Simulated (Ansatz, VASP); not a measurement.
# Two plane-wave programs on GaN

```xyz
2
Lattice="0.0105 2.1085 2.1085 2.1085 0.0105 2.1085 2.1191 2.1191 0.0000" Properties=species:S:1:pos:R:3 pbc="T T T"
Ga    0.0000    0.0000    0.0000
N     2.1191    2.1191    2.1085
```

Change from the starting cell: shear_xy strain +1.0%.

Alike in both runs: task single point; functional r2SCAN; k mesh 10 × 10 × 10; no spin polarisation.

|  | VASP | Ansatz |
| --- | --- | --- |
| version | VASP 6.6.1 | Ansatz 0.2.0 |
| potentials or method | VASP PAW PBE potentials, release 64 (Ga_d, N) | plane waves, PAW |
| plane-wave cutoff (eV) | 520 | 500 |
| occupations | gaussian, width 0.01 eV | fixed |
| valence electrons in the cell | 18 | 18 |

```csv
,VASP,Ansatz,Ansatz less VASP
gap on the k mesh at the Fermi level (eV),1.13,1.15,+0.023
pressure (GPa),1.3,0.0,-1.34
"traceless stress, the component that is largest in VASP (GPa)",-2.35,-2.35,-0.005
```

VASP's potentials were made for PBE, not for r2SCAN.
